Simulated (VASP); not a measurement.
# SiC (m.b) (F-43m) in VASP: single point with PBE

Aim: the single point of SiC (m.b) with PBE.

Program: VASP 6.6.1. These are calculated values, not measurements. Logs are shortened: lines on timing, memory, paths and dates and some standing lists are left out, and cuts for length are marked.

## (1) The cell of the first run

The structure is cubic, space group F-43m (No. 216). Conventional cell: a = 4.380 Å, b = 4.380 Å, c = 4.380 Å, α = 90.00°, β = 90.00°, γ = 90.00°. Si (site symmetry -43m) has 4 C at 1.90 Å within 2.5 Å. Within 2.5 Å of C (site symmetry -43m) lie 4 Si at 1.90 Å.

## (2) Single point, PBE

INCAR

```
SYSTEM = SiC
PREC = Accurate
ENCUT = 600
EDIFF = 1E-6
ISMEAR = 0
SIGMA = 0.02
LREAL = .FALSE.
LASPH = .TRUE.
NELM = 120
ALGO = Normal
ISIF = 2
LWAVE = .FALSE.
LCHARG = .TRUE.
GGA = PE
LELF = .TRUE.
LVHAR = .TRUE.
NBANDS = 11
GGA_COMPAT = .FALSE.
```

KPOINTS

```
regular mesh
0
G
  10 10 10
  0 0 0
```

POSCAR

```
SiC
1.0
    0.0000000000      2.1898586773      2.1898586773
    2.1898586773      0.0000000000      2.1898586773
    2.1898586773      2.1898586773      0.0000000000
Si C
1 1
Direct
    0.0000000000      0.0000000000      0.0000000000
    0.2500000000      0.2500000000      0.2500000000
```

Potentials or basis: VASP PAW PBE potentials, release 64 (Si, C).

The run is started by

```
cat potpaw_PBE.64/Si/POTCAR potpaw_PBE.64/C/POTCAR > POTCAR
mpirun -np 1 vasp_std > vasp.out
```

OUTCAR:

```text
SYSTEM = SiC
   PREC = Accurate
   ENCUT = 600
   EDIFF = 1E-6
   ISMEAR = 0
   LREAL = .FALSE.
   LASPH = .TRUE.
   NELM = 120
   ISIF = 2
   GGA = PE

 ion  position               nearest neighbor table
   1  0.000  0.000  0.000-   2 1.90   2 1.90   2 1.90   2 1.90
   2  0.250  0.250  0.250-   1 1.90   1 1.90   1 1.90   1 1.90

  LATTYP: Found a face centered cubic cell.
 ALAT       =     4.3797173546

  Lattice vectors:

 A1 = (   0.0000000000,   2.1898586773,   2.1898586773)
 A2 = (   2.1898586773,   0.0000000000,   2.1898586773)
 A3 = (   2.1898586773,   2.1898586773,   0.0000000000)

Analysis of symmetry for initial positions (statically):
=====================================================================
 Subroutine PRICEL returns:
 Original cell was already a primitive cell.

 Routine SETGRP: Setting up the symmetry group for a
 face centered cubic supercell.

 Subroutine GETGRP returns: Found 24 space group operations
 (whereof 24 operations were pure point group operations)
 out of a pool of 48 trial point group operations.

The static configuration has the point symmetry T_d .

Analysis of symmetry for dynamics (positions and initial velocities):
=====================================================================
 Subroutine PRICEL returns:
 Original cell was already a primitive cell.

 Routine SETGRP: Setting up the symmetry group for a
 face centered cubic supercell.

 Subroutine GETGRP returns: Found 24 space group operations
 (whereof 24 operations were pure point group operations)
 out of a pool of 48 trial point group operations.

The dynamic configuration has the point symmetry T_d .

 Subroutine INISYM returns: Found 24 space group operations
 (whereof 24 operations are pure point group operations),
 and found     1 'primitive' translations

----------------------------------------------------------------------------------------

                                     Primitive cell

  volume of cell :      21.0029

  direct lattice vectors                    reciprocal lattice vectors
     0.000000000  2.189858677  2.189858677    -0.228325236  0.228325236  0.228325236
     2.189858677  0.000000000  2.189858677     0.228325236 -0.228325236  0.228325236
     2.189858677  2.189858677  0.000000000     0.228325236  0.228325236 -0.228325236

  length of vectors
     3.096927841  3.096927841  3.096927841     0.395470910  0.395470910  0.395470910

  position of ions in fractional coordinates (direct lattice)
     0.000000000  0.000000000  0.000000000
     0.250000000  0.250000000  0.250000000

  ion indices of the primitive-cell ions
   primitive index   ion index
                 1           1
                 2           2

----------------------------------------------------------------------------------------

 KPOINTS: regular mesh

Automatic generation of k-mesh.
 Grid dimensions read from file:
 generate k-points for:   10   10   10

 Generating k-lattice:

  Cartesian coordinates                     Fractional coordinates (reciprocal lattice)
    -0.022832524  0.022832524  0.022832524     0.100000000  0.000000000  0.000000000
     0.022832524 -0.022832524  0.022832524     0.000000000  0.100000000  0.000000000
     0.022832524  0.022832524 -0.022832524     0.000000000  0.000000000  0.100000000

  Length of vectors
     0.039547091  0.039547091  0.039547091

  Shift w.r.t. Gamma in fractional coordinates (k-lattice)
     0.000000000  0.000000000  0.000000000

 Subroutine IBZKPT returns following result:
 ===========================================

 Found     47 irreducible k-points:

 Following reciprocal coordinates:
            Coordinates               Weight
  0.000000  0.000000  0.000000      1.000000
  0.100000  0.000000  0.000000      8.000000
  0.200000  0.000000  0.000000      8.000000
  0.300000  0.000000  0.000000      8.000000
  0.400000  0.000000  0.000000      8.000000
  0.500000  0.000000  0.000000      4.000000
[... 16 lines left out ...]
  0.300000  0.300000  0.000000      6.000000
  0.400000  0.300000  0.000000     24.000000
 [... further k-points ...]
   k-points           NKPTS =     47   k-points in BZ     NKDIM =     47   number of bands    NBANDS=     11
   number of dos      NEDOS =    301   number of ions     NIONS =      2
   total plane-waves  NPLWV =  21952
   dimension x,y,z NGX =    28 NGY =   28 NGZ =   28
   dimension x,y,z NGXF=    56 NGYF=   56 NGZF=   56
   ions per type =               1   1
   NGX,Y,Z   is equivalent  to a cutoff of  15.03, 15.03, 15.03 a.u.
   NGXF,Y,Z  is equivalent  to a cutoff of  30.06, 30.06, 30.06 a.u.
 SYSTEM =  SiC
   PREC   = accura    normal or accurate (medium, high low for compatibility)
   ISTART =      0    job   : 0-new  1-cont  2-samecut
   ICHARG =      2    charge: 1-file 2-atom 10-const
   ISPIN  =      1    spin polarized calculation?
   LNONCOLLINEAR =      F non collinear calculations
   LSORBIT =      F    spin-orbit coupling
   LASPH  =      T    aspherical Exc in radial PAW
   ENCUT  =  600.0 eV  44.10 Ry    6.64 a.u.   6.19  6.19  6.19*2*pi/ulx,y,z
   NELM   =    120;   NELMIN=  2; NELMDL= -5     # of ELM steps
   EDIFF  = 0.1E-05   stopping-criterion for ELM
   LREAL  =      F    real-space projection
   EDIFFG = 0.1E-04   stopping-criterion for IOM
   NSW    =      0    number of steps for IOM
   IBRION =     -1    ionic relax: 0-MD 1-quasi-New 2-CG
   NFREE  =      0    steps in history (QN), initial steepest desc. (CG)
   ISIF   =      2    stress and relaxation
   ISYM   =      2    0-nonsym 1-usesym 2-fastsym
   POTIM  = 0.5000    time-step for ionic-motion
   TEBEG  =    0.0;   TEEND  =   0.0 temperature during run
   PSTRESS=    0.0 pullay stress
   NELECT =       8.0000    total number of electrons
   NUPDOWN=      -1.0000    fix difference up-down
   EMIN   =  10.00;   EMAX   =-10.00  energy-range for DOS
   EFERMI =   0.00;   METHOD = LEGACY
   ISMEAR =     0;   SIGMA  =   0.02  broadening in eV -4-tet -1-fermi 0-gaus
   EFERMI_NEDOS =   21; number of points for ismear=-14 and -15
   IALGO  =     38    algorithm
   IMIX   =      4    mixing-type and parameters
     AMIX     =   0.40;   BMIX     =  1.00
     AMIX_MAG =   1.60;   BMIX_MAG =  1.00
  volume/ion in A,a.u.               =      10.50        70.87
  Fermi-wavevector in a.u.,A,eV,Ry     =   1.186712  2.242561 19.160892  1.408286
  Thomas-Fermi vector in A             =   2.322879
   LORBIT       =      0    0 simple, 1 ext, 2 COOP (PROOUT), +10 PAW based schemes
   GGA     = PE    functional components
   LHFCALC =     F    Hartree Fock is set to
   AEXX    =    0.0000 exact exchange contribution
   IVDW    =     0    specifies the selected vdW correction
   LEPSILON=     F    determine dielectric tensor
   LRPA    =     F    only Hartree local field effects (RPA)
 non-spin polarized calculation
 Gauss-broadening in eV      SIGMA  =   0.02
  energy-cutoff  :      600.00
  volume of cell :       21.00
 maximum number of plane-waves:       725
 NGX is ok and might be reduce to    28
   NGX = 13   NGY = 13   NGZ = 13

 number of electron       8.0000000 magnetization

 Free energy of the ion-electron system (eV)
  ---------------------------------------------------
  ext. energy  EPLUGINS =         0.00000000
  ---------------------------------------------------
  free energy    TOTEN  =       -15.06218825 eV

  energy without entropy =      -15.06218825  energy(sigma->0) =      -15.06218825

 E-fermi :   8.0346     XC(G=0): -11.2912

 val. band max:        7.9397603022   @ k =   0.0000   0.0000   0.0000
 cond. band min:       9.3107927297   @ k =   0.5000   0.5000   0.0000
 fundamental gap:      1.3710324275
 Fermi energy:         8.0346104426

 k-point     1 :       0.0000    0.0000    0.0000
  band No.  band energies     occupation
      1      -7.3468      2.00000
      2       7.9398      2.00000
      3       7.9398      2.00000
      4       7.9398      2.00000
      5      13.9986      0.00000
      6      15.1449      0.00000
      7      15.1449      0.00000
      8      15.1449      0.00000
      9      22.3603      0.00000
     10      22.3603      0.00000
     11      24.1904      0.00000

 k-point     2 :       0.1000    0.0000    0.0000
  band No.  band energies     occupation
      1      -7.1537      2.00000
      2       6.9332      2.00000
      3       7.8065      2.00000
      4       7.8065      2.00000
      5      14.2816      0.00000
      6      15.3860      0.00000
      7      15.3860      0.00000
      8      15.3998      0.00000
      9      21.4264      0.00000
     10      21.4264      0.00000
     11      24.0911      0.00000

 k-point     3 :       0.2000    0.0000    0.0000
  band No.  band energies     occupation
      1      -6.5833      2.00000
      2       4.8280      2.00000
      3       7.5008      2.00000
      4       7.5008      2.00000
      5      14.0118      0.00000
      6      15.7485      0.00000
      7      15.7485      0.00000
      8      16.5845      0.00000
      9      20.7663      0.00000
     10      20.7663      0.00000
     11      23.2149      0.00000

 k-point     4 :       0.3000    0.0000    0.0000
  band No.  band energies     occupation
      1      -5.6715      2.00000
      2       2.5379      2.00000
      3       7.1859      2.00000
      4       7.1859      2.00000
      5      13.6035      0.00000
      6      15.6305      0.00000
      7      15.6305      0.00000
      8      17.5762      0.00000
      9      21.5625      0.00000
     10      21.5625      0.00000
     11      22.9278      0.00000
[... 239 lines left out ...]
 k-point    22 :      -0.2000    0.2000    0.0000
  band No.  band energies     occupation
      1      -5.3654      2.00000
      2       3.1626      2.00000
      3       4.7520      2.00000
      4       7.2927      2.00000
      5      14.4258      0.00000
      6      15.8201      0.00000
      7      16.2214      0.00000
      8      16.9763      0.00000
      9      19.4076      0.00000
     10      23.2144      0.00000
     11      26.9255      0.00000

 k-point    23 :       0.3000    0.3000    0.0000
  band No.  band energies     occupation
      1      -5.1021      2.00000
      2       3.5859      2.00000
      3       5.5989      2.00000
      4       5.5989      2.00000
      5      11.0843      0.00000
      6      13.4960      0.00000
      7      19.3283      0.00000
      8      19.3283      0.00000
      9      20.1792      0.00000
     10      24.9168      0.00000
     11      29.4719      0.00000

 k-point    24 :       0.4000    0.3000    0.0000
  band No.  band energies     occupation
      1      -4.2452      2.00000
      2       2.3764      2.00000
      3       4.8186      2.00000
      4       5.3388      2.00000
      5      10.7986      0.00000
      6      13.5029      0.00000
      7      19.4023      0.00000
      8      19.7310      0.00000
      9      21.5332      0.00000
     10      25.8803      0.00000
     11      28.9673      0.00000

 [... further k-points ...]
[... 5 lines left out ...]
  --------------------------------------------------------------------------------------
  -------------------------------------------------------------------------------------
  Total       -0.0237597     -0.0237597     -0.0237597      0.0000000      0.0000000     -0.0000000
  in kB       -1.8124791     -1.8124791     -1.8124791      0.0000000      0.0000000     -0.0000000
  external PRESSURE =      -1.8124791 kB  Pullay stress =       0.0000000 kB

 VOLUME and BASIS-vectors are now :
 -----------------------------------------------------------------------------
  energy-cutoff  :      600.00
  volume of cell :       21.00
      direct lattice vectors                 reciprocal lattice vectors
     0.000000000  2.189858677  2.189858677    -0.228325236  0.228325236  0.228325236
     2.189858677  0.000000000  2.189858677     0.228325236 -0.228325236  0.228325236
     2.189858677  2.189858677  0.000000000     0.228325236  0.228325236 -0.228325236

 POSITION                                       TOTAL-FORCE (eV/Angst)
 -----------------------------------------------------------------------------------
      0.00000      0.00000      0.00000        -0.000000     -0.000000     -0.000000
      1.09493      1.09493      1.09493         0.000000      0.000000      0.000000
 -----------------------------------------------------------------------------------
    total drift:                               -0.000000     -0.000000     -0.000000

  FREE ENERGIE OF THE ION-ELECTRON SYSTEM (eV)
  ---------------------------------------------------
  free  energy   TOTEN  =       -15.0621882539 eV

  energy  without entropy=      -15.0621882539  energy(sigma->0) =      -15.06218825
```

Run time: 14 s. Hardware: 1 thread of AMD EPYC 9R14, shared host; peak memory 0.12 GiB.

What came out:

```
Free energy            : -15.0622 eV
Pressure               : -0.2 GPa
Band gap on the k mesh : 1.37 eV, indirect (least direct gap 4.53 eV)
```

A k mesh can miss the band edges. Expect the measured gap to be larger: semilocal functionals such as PBE lack the derivative discontinuity.
